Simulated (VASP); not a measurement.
# TaN in VASP: further runs

TaN is run at these levels: PBEsol, HSE06, r2SCAN; tasks: single point.

All numbers are computed with VASP 6.6.1; they aren't measurements. Logs are shortened: lines on timing, memory, paths and dates and some standing lists are left out, and cuts for length are marked.

## Step 1: The cell of the first run

Symmetry: P-6m2, No. 187, hexagonal system. Conventional cell: a = 3.014 Å, b = 3.014 Å, c = 2.958 Å, α = 90.00°, β = 90.00°, γ = 120.00°. Ta (site symmetry -6m2) has 6 N at 2.28 Å and 8 Ta at 2.96 to 3.01 Å within 3.1 Å. Within 3.1 Å of N (site symmetry -6m2) lie 6 Ta at 2.28 Å and 8 N at 2.96 to 3.01 Å.

## Step 2: Single point, PBEsol, non-collinear spin, zero start, spin-orbit coupling

Contents of INCAR:

```
PREC = Accurate
ENCUT = 520
EDIFF = 1E-7
ISMEAR = -4
SIGMA = 0.1
LREAL = F
LASPH = T
NELM = 150
ALGO = Normal
ISIF = 2
LWAVE = F
LCHARG = F
MAGMOM = 0 0 0 0 0 0
LORBIT = 11
LSORBIT = T
GGA_COMPAT = F
LORBMOM = T
LMAXMIX = 4
GGA = PS
NBANDS = 28
```

Contents of KPOINTS:

```
regular mesh
0
Gamma
  12 12 11
```

Contents of POSCAR:

```
TaN
1.0
    3.0143455988      0.0000000000      0.0000000000
   -1.5071727994      2.6104998643      0.0000000000
    0.0000000000      0.0000000000      2.9579163926
Ta N
1 1
Direct
    0.0000000000      0.0000000000      0.5000000000
    0.6666666667      0.3333333333      0.0000000000
```

Potentials or basis: VASP PAW PBE potentials, release 64 (Ta_pv, N).

Started as:

```console
> cat potpaw_PBE.64/Ta_pv/POTCAR potpaw_PBE.64/N/POTCAR > POTCAR
> mpirun -np 1 vasp_ncl > vasp.out
```

OUTCAR:

```text
PREC = Accurate
   ENCUT = 520
   EDIFF = 1E-7
   ISMEAR = -4
   LREAL = F
   LASPH = T
   NELM = 150
   ISIF = 2
   LORBIT = 11
   LSORBIT = T
   GGA = PS

 ion  position               nearest neighbor table
   1  0.000  0.000  0.500-   2 2.28   2 2.28   2 2.28   2 2.28   2 2.28   2 2.28
   2  0.667  0.333  0.000-   1 2.28   1 2.28   1 2.28   1 2.28   1 2.28   1 2.28

  LATTYP: Found a hexagonal cell.
 ALAT       =     3.0143455988
 C/A-ratio  =     0.9812797822

  Lattice vectors:

 A1 = (   3.0143455988,   0.0000000000,   0.0000000000)
 A2 = (  -1.5071727994,   2.6104998643,   0.0000000000)
 A3 = (   0.0000000000,   0.0000000000,   2.9579163926)

Analysis of symmetry for initial positions (statically):
=====================================================================
 Subroutine PRICEL returns:
 Original cell was already a primitive cell.

 Routine SETGRP: Setting up the symmetry group for a
 hexagonal supercell.

 Subroutine GETGRP returns: Found 12 space group operations
 (whereof 12 operations were pure point group operations)
 out of a pool of 24 trial point group operations.

The static configuration has the point symmetry D_3h.

Analysis of symmetry for dynamics (positions and initial velocities):
=====================================================================
 Subroutine PRICEL returns:
 Original cell was already a primitive cell.

 Routine SETGRP: Setting up the symmetry group for a
 hexagonal supercell.

 Subroutine GETGRP returns: Found 12 space group operations
 (whereof 12 operations were pure point group operations)
 out of a pool of 24 trial point group operations.

The dynamic configuration has the point symmetry D_3h.

Analysis of structural, dynamic, and magnetic symmetry:
=====================================================================
 Subroutine PRICEL returns:
 Original cell was already a primitive cell.

 Routine SETGRP: Setting up the symmetry group for a
 hexagonal supercell.

 Subroutine GETGRP returns: Found 12 space group operations
 (whereof 12 operations were pure point group operations)
 out of a pool of 24 trial point group operations.

The overall configuration has the point symmetry D_3h.

 Subroutine INISYM returns: Found 12 space group operations
 (whereof 12 operations are pure point group operations),
 and found     1 'primitive' translations

----------------------------------------------------------------------------------------

                                     Primitive cell

  volume of cell :      23.2757

  direct lattice vectors                    reciprocal lattice vectors
     3.014345599  0.000000000  0.000000000     0.331746964  0.191534199  0.000000000
    -1.507172799  2.610499864  0.000000000     0.000000000  0.383068398  0.000000000
     0.000000000  0.000000000  2.957916393     0.000000000  0.000000000  0.338075817

  length of vectors
     3.014345599  3.014345599  2.957916393     0.383068398  0.383068398  0.338075817

  position of ions in fractional coordinates (direct lattice)
     0.000000000  0.000000000  0.500000000
     0.666666667  0.333333333  0.000000000

  ion indices of the primitive-cell ions
   primitive index   ion index
                 1           1
                 2           2

----------------------------------------------------------------------------------------

 KPOINTS: regular mesh

Automatic generation of k-mesh.
 Grid dimensions read from file:
 generate k-points for:   12   12   11

 Generating k-lattice:

  Cartesian coordinates                     Fractional coordinates (reciprocal lattice)
     0.027645580  0.015961183  0.000000000     0.083333333  0.000000000  0.000000000
     0.000000000  0.031922366  0.000000000     0.000000000  0.083333333  0.000000000
     0.000000000  0.000000000  0.030734165     0.000000000  0.000000000  0.090909091

  Length of vectors
[... 89 lines left out ...]
  energy-cutoff  :      520.00
  volume of cell :       23.28
 maximum number of plane-waves:      1282
   NGX = 11   NGY = 11   NGZ = 11

 number of electron      16.0000000 magnetization       0.0000000      0.0000000      0.0000000

 number of electron      16.0000000 magnetization       0.0000000      0.0000000     -0.0000000

 number of electron      16.0000000 magnetization      -0.0000000     -0.0000000      0.0000000

 Free energy of the ion-electron system (eV)
  ---------------------------------------------------
  ext. energy  EPLUGINS =         0.00000000
  ---------------------------------------------------
  free energy    TOTEN  =       -24.30437990 eV

  energy without entropy =      -24.30437990  energy(sigma->0) =      -24.30437990

 E-fermi :   7.4620     XC(G=0): -13.0910

 val. band max:        7.5850789031   @ k =   0.3333   0.3333   0.0000
 cond. band min:       7.4594559526   @ k =   0.0000   0.0000   0.4545
 fundamental gap:     -0.1256229505
 Fermi energy:         7.4620471199

 k-point     1 :       0.0000    0.0000    0.0000
  band No.  band energies     occupation
      1     -32.9497      1.00000
      2     -32.9497      1.00000
      3     -25.1180      1.00000
      4     -25.1180      1.00000
      5     -24.9445      1.00000
      6     -24.9445      1.00000
[... 733 lines left out ...]
     27      19.9587      0.00000
     28      20.0004      0.00000

 [... further k-points ...]
[... 5 lines left out ...]
  --------------------------------------------------------------------------------------
  -------------------------------------------------------------------------------------
  Total       -3.6724572     -3.6724572     -4.0788613      0.0000000     -0.0000000      0.0000000
  in kB     -252.7928105   -252.7928105   -280.7675438      0.0000000     -0.0000000      0.0000000
  external PRESSURE =    -262.1177216 kB  Pullay stress =       0.0000000 kB

 VOLUME and BASIS-vectors are now :
 -----------------------------------------------------------------------------
  energy-cutoff  :      520.00
  volume of cell :       23.28
      direct lattice vectors                 reciprocal lattice vectors
     3.014345599  0.000000000  0.000000000     0.331746964  0.191534199  0.000000000
    -1.507172799  2.610499864  0.000000000     0.000000000  0.383068398  0.000000000
     0.000000000  0.000000000  2.957916393     0.000000000  0.000000000  0.338075817

 POSITION                                       TOTAL-FORCE (eV/Angst)
 -----------------------------------------------------------------------------------
      0.00000      0.00000      1.47896        -0.000000      0.000000      0.000000
      1.50717      0.87017      0.00000         0.000000      0.000000      0.000000
 -----------------------------------------------------------------------------------
    total drift:                               -0.000000      0.000000      0.000000

  FREE ENERGIE OF THE ION-ELECTRON SYSTEM (eV)
  ---------------------------------------------------
  free  energy   TOTEN  =       -24.3043799038 eV

  energy  without entropy=      -24.3043799038  energy(sigma->0) =      -24.30437990

 orbital moment (x)

 # of ion     p       d       tot
 ----------------------------------------
  1         0.000   0.000   0.000
  2         0.000   0.000   0.000
 ----------------------------------------
            0.000   0.000   0.000

 orbital moment (y)

 # of ion     p       d       tot
 ----------------------------------------
  1         0.000   0.000   0.000
  2         0.000   0.000   0.000
 ----------------------------------------
            0.000   0.000   0.000

 orbital moment (z)

 # of ion     p       d       tot
 ----------------------------------------
  1         0.000   0.000   0.000
  2         0.000   0.000   0.000
 ----------------------------------------
            0.000   0.000   0.000

 Spin-Orbit-Coupling matrix elements

 Ion:    1  E_soc:     -1.3326742
 l=   1
     0.0000000    -0.2038122    -0.2065318
    -0.2038122     0.0000000    -0.2038122
    -0.2065318    -0.2038122     0.0000000
 l=   2
     0.0000000    -0.0031061     0.0000000    -0.0031061    -0.0191328
    -0.0031061     0.0000000    -0.0093714    -0.0018808    -0.0031061
     0.0000000    -0.0093714     0.0000000    -0.0093714     0.0000000
    -0.0031061    -0.0018808    -0.0093714     0.0000000    -0.0031061
    -0.0191328    -0.0031061     0.0000000    -0.0031061     0.0000000
 l=   3
     0.0000000     0.0000000     0.0000000     0.0000000     0.0000000     0.0000000     0.0000000
     0.0000000     0.0000000     0.0000000     0.0000000     0.0000000     0.0000000     0.0000000
     0.0000000     0.0000000     0.0000000     0.0000000     0.0000000     0.0000000     0.0000000
     0.0000000     0.0000000     0.0000000     0.0000000     0.0000000     0.0000000     0.0000000
     0.0000000     0.0000000     0.0000000     0.0000000     0.0000000     0.0000000     0.0000000
     0.0000000     0.0000000     0.0000000     0.0000000     0.0000000     0.0000000     0.0000000
     0.0000000     0.0000000     0.0000000     0.0000000     0.0000000     0.0000000     0.0000000

 Ion:    2  E_soc:     -0.0004749
 l=   1
     0.0000000    -0.0000800    -0.0000775
    -0.0000800     0.0000000    -0.0000800
    -0.0000775    -0.0000800     0.0000000
 l=   2
     0.0000000     0.0000000     0.0000000     0.0000000     0.0000000
     0.0000000     0.0000000     0.0000000     0.0000000     0.0000000
     0.0000000     0.0000000     0.0000000     0.0000000     0.0000000
     0.0000000     0.0000000     0.0000000     0.0000000     0.0000000
     0.0000000     0.0000000     0.0000000     0.0000000     0.0000000
 l=   3
     0.0000000     0.0000000     0.0000000     0.0000000     0.0000000     0.0000000     0.0000000
     0.0000000     0.0000000     0.0000000     0.0000000     0.0000000     0.0000000     0.0000000
     0.0000000     0.0000000     0.0000000     0.0000000     0.0000000     0.0000000     0.0000000
     0.0000000     0.0000000     0.0000000     0.0000000     0.0000000     0.0000000     0.0000000
     0.0000000     0.0000000     0.0000000     0.0000000     0.0000000     0.0000000     0.0000000
     0.0000000     0.0000000     0.0000000     0.0000000     0.0000000     0.0000000     0.0000000
     0.0000000     0.0000000     0.0000000     0.0000000     0.0000000     0.0000000     0.0000000

 total charge

# of ion       s       p       d       tot
------------------------------------------
    1        0.286   6.224   2.333   8.843
    2        1.219   2.431   0.000   3.650
--------------------------------------------------
tot          1.505   8.655   2.333  12.493

 magnetization (x)

# of ion       s       p       d       tot
------------------------------------------
    1        0.000   0.000  -0.000  -0.000
    2        0.000   0.000   0.000   0.000
--------------------------------------------------
tot          0.000   0.000  -0.000  -0.000

 magnetization (y)

# of ion       s       p       d       tot
------------------------------------------
    1        0.000   0.000   0.000   0.000
    2       -0.000  -0.000   0.000  -0.000
--------------------------------------------------
tot         -0.000  -0.000   0.000  -0.000

 magnetization (z)

# of ion       s       p       d       tot
------------------------------------------
    1       -0.000   0.000   0.000   0.000
    2        0.000   0.000   0.000   0.000
--------------------------------------------------
tot         -0.000   0.000   0.000   0.000
```

It took 5.4 min on 1 thread of Intel Xeon 8259CL, shared host; peak memory 0.34 GiB.

What came out:

| Quantity | Value |
| --- | --- |
| Free energy | -24.3044 eV |
| Pressure | -26.2 GPa |
| Net moment | 0.00 μB per cell |
| Valence electrons inside the program's atomic spheres | Ta 8.84; N 3.65 |

Moments on the atoms (μB; x, y, z):
```
Ta  0.00 0.00 0.00
N   0.00 0.00 0.00
```

Caveat: the cell stands under tension; the PAW data sets were made with another functional, which shifts forces and pressure a little.

## Step 3: Single point, HSE06

This run uses another cell than the first one, of 10.99 Å³/atom.

Contents of POSCAR:

```
TaN
1.0
    2.9574575207      0.0000000000      0.0000000000
   -1.4787287603      2.5612333435      0.0000000000
    0.0000000000      0.0000000000      2.9020932717
Ta N
1 1
Direct
    0.0000000000      0.0000000000      0.5000000000
    0.6666666667      0.3333333333      0.0000000000
```

Contents of INCAR.step1:

```
SYSTEM = TaN
PREC = Accurate ; ENCUT = 520
EDIFF = 1E-5 ; ISMEAR = -1
SIGMA = 0.05 ; LREAL = .FALSE.
LASPH = .TRUE. ; NELM = 60
ALGO = Normal ; ISIF = 2
LWAVE = .TRUE. ; GGA = PE
NBANDS = 15
```

Contents of INCAR.step2:

```
SYSTEM = TaN
PREC = Accurate ; ENCUT = 520
EDIFF = 1E-6 ; ISMEAR = -1
SIGMA = 0.05 ; LREAL = .FALSE.
LASPH = .TRUE. ; NELM = 60
ALGO = Normal ; ISIF = 2
LWAVE = .FALSE. ; LCHARG = .TRUE.
GGA = PE ; LHFCALC = .TRUE.
HFSCREEN = 0.2079 ; PRECFOCK = Normal
LELF = .TRUE. ; LVHAR = .TRUE.
ISTART = 1 ; NBANDS = 15
```

Contents of KPOINTS:

```
regular mesh
0
G
  6 6 6
  0 0 0
```

Potentials or basis: VASP PAW PBE potentials, release 64 (Ta_pv, N).

Started as:

```console
> cat potpaw_PBE.64/Ta_pv/POTCAR potpaw_PBE.64/N/POTCAR > POTCAR
> cp INCAR.step1 INCAR
> mpirun -np 1 vasp_std > vasp.out
> cp INCAR.step2 INCAR
> mpirun -np 1 vasp_std > vasp.out
```

It took 23 min on 1 thread of Intel Xeon Platinum 8488C (Sapphire Rapids), shared host; peak memory 0.26 GiB.

The run converged. Its results:

| Quantity | Value |
| --- | --- |
| Free energy | -26.3511 eV |
| Pressure | -11.0 GPa |
| Band gap on the k mesh | zero (bands 8 and 9 overlap by 0.41 eV) |

Stress tensor (GPa, compression positive):
```
-10.70   0.00   0.00
  0.00 -10.70   0.00
  0.00   0.00 -11.56
```

Levels at points of the mesh, in eV from the Fermi level:
| k point | band 6 | band 7 | band 8 | band 9 | band 10 | band 11 |
| --- | --- | --- | --- | --- | --- | --- |
| (0.00, 0.00, 0.00) | -5.69 | -5.20 | -3.99 | 2.21 | 3.73 | 3.73 |
| (0.50, 0.00, 0.00) | -6.34 | -4.37 | -4.27 | 3.20 | 4.16 | 5.44 |
| (0.00, 0.00, 0.50) | -4.78 | -4.78 | -0.35 | -0.35 | 2.23 | 3.54 |
| (0.50, 0.00, 0.50) | -7.52 | -6.89 | -1.26 | 4.36 | 5.49 | 6.13 |

Caveat: the k points lie up to 0.41 Å⁻¹ apart; the PAW data sets were made with another functional, which shifts forces and pressure a little; spin-orbit coupling is left out, which moves the levels of the heavy elements.

## Step 4: Single point, HSE06

This run uses another cell than the first one, of 11.42 Å³/atom.

Contents of POSCAR:

```
TaN
1.0
    2.9956224723      0.0000000000      0.0000000000
   -1.4978112361      2.5942851611      0.0000000000
    0.0000000000      0.0000000000      2.9395437670
Ta N
1 1
Direct
    0.0000000000      0.0000000000      0.5000000000
    0.6666666667      0.3333333333      0.0000000000
```

Contents of INCAR.step1:

```
PREC = Accurate ; ENCUT = 520
EDIFF = 1E-5 ; ISMEAR = -1
SIGMA = 0.05 ; LREAL = F
LASPH = T ; NELM = 100
ALGO = Normal ; ISIF = 2
LWAVE = T ; GGA = PE
NBANDS = 15
```

Contents of INCAR.step2:

```
PREC = Accurate ; ENCUT = 520
EDIFF = 1E-6 ; ISMEAR = -1
SIGMA = 0.05 ; LREAL = F
LASPH = T ; NELM = 100
ALGO = Normal ; ISIF = 2
LWAVE = F ; LCHARG = T
GGA = PE ; LHFCALC = T
HFSCREEN = 0.2079 ; PRECFOCK = Normal
LELF = T ; LVHAR = T
ISTART = 1 ; NBANDS = 15
```

Contents of KPOINTS:

```
regular mesh
0
Gamma
  6 6 6
```

Started as:

```console
> cat potpaw_PBE.64/Ta_pv/POTCAR potpaw_PBE.64/N/POTCAR > POTCAR
> cp INCAR.step1 INCAR
> mpirun -np 1 vasp_std > vasp.out
> cp INCAR.step2 INCAR
> mpirun -np 1 vasp_std > vasp.out
```

It took 45 min on 1 thread of AMD EPYC 7R43 (Zen 3), shared host; peak memory 0.23 GiB.

The run converged. Its results:

| Item | Value |
| --- | --- |
| Free energy | -26.2605 eV |
| Pressure | -22.6 GPa |
| Band gap on the k mesh | zero (bands 8 and 9 overlap by 0.39 eV) |

Stress tensor (GPa, compression positive):
```
-21.86   0.00   0.00
  0.00 -21.86   0.00
  0.00   0.00 -24.02
```

Levels at points of the mesh, in eV from the Fermi level:
```
           k point  band 4  band 5  band 6  band 7  band 8  band 9  band 10  band 11  band 12  band 13
(0.00, 0.00, 0.00)  -19.97   -5.50   -5.50   -5.00   -3.91    1.92     3.55     3.55     4.03     4.03
(0.50, 0.00, 0.00)  -17.71   -9.56   -6.12   -4.19   -4.17    3.05     3.93     5.16     5.33     7.16
(0.00, 0.00, 0.50)  -17.42  -10.71   -4.62   -4.62   -0.34   -0.34     2.12     3.43     3.43     8.08
(0.50, 0.00, 0.50)  -17.92   -8.47   -7.34   -6.64   -1.31    4.09     5.19     5.79     7.22     9.97
```

Caveat: the k points lie up to 0.40 Å⁻¹ apart; the PAW data sets were made with another functional, which shifts forces and pressure a little; spin-orbit coupling is left out, which moves the levels of the heavy elements.

(Part 1 of 2 ends here.)
